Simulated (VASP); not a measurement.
Runs of VASP 6.6.1 on GaP. It takes space group F-43m (No. 216, cubic). The conventional cell has a = 5.451 Å, b = 5.451 Å, c = 5.451 Å, α = 90.00°, β = 90.00°, γ = 90.00°. Ga (site symmetry -43m) has 4 P at 2.36 Å within 3.1 Å. Within 3.1 Å of P (site symmetry -43m) lie 4 Ga at 2.36 Å. 

| level | potentials or basis | k mesh | cutoff (eV) | smearing | grid for exact exchange (PRECFOCK) | share of exact exchange | screening parameter | gap on the mesh (eV) | pressure (GPa) |
| --- | --- | --- | --- | --- | --- | --- | --- | --- | --- |
| r2SCAN | VASP PAW PBE potentials, release 64 (Ga_d, P) | 6 × 6 × 6 | 550 | gaussian 0.001 eV | - | - | - | 1.91 | 0.0 |
| r2SCAN | VASP PAW PBE potentials, release 64 (Ga_d, P) | 6 × 6 × 6 | 550 | tetrahedron | - | - | - | 1.91 | 0.0 |
| PBE-based screened hybrid with 100 % exact exchange | VASP PAW PBE potentials, release 64 (Ga_d, P) | 4 × 4 × 4 | 400 | gaussian 0.01 eV | Normal | 1 | 0.1 1/Å | (b) | -4.9 |
| r2SCAN | VASP PAW PBE potentials, release 64 (Ga_d, P) | 6 × 6 × 6 | 550 | methfessel-paxton 0.2 eV | - | - | - | 1.91 | 0.0 |
| r2SCAN50 | VASP PAW PBE potentials, release 64 (Ga_d, P) | 4 × 4 × 4 | 440 | gaussian 0.01 eV | Normal | 0.5 | - | (a) | -1.8 |
| LDA | VASP PAW LDA potentials, release 64 (Ga_d, P) | 4 × 4 × 4 | 500 | gaussian 0.01 eV | - | - | - | 1.46 | -2.3 |
| r2SCAN | VASP PAW PBE potentials, release 64 (Ga_d, P) | 6 × 6 × 6, shifted | 550 | gaussian 0.01 eV | - | - | - | 2.16 | 0.0 |
| r2SCAN | VASP PAW PBE potentials, release 64 (Ga_d, P) | 6 × 6 × 6 | 550 | fermi-dirac 0.001 eV | - | - | - | 1.91 | 0.0 |

Alike in all rows: task single point; no spin polarisation; cell as given.

Estimate the missing entries.

(a) 4.50; (b) 5.99.

Caveats: some runs use coarse meshes; the PAW data sets were made with another functional, which shifts forces and pressure a little (at least some runs); a shifted mesh leaves out Γ, where band edges can lie (at least some runs).

A k mesh can miss the band edges, and the runs leave out spin-orbit coupling on Ga.
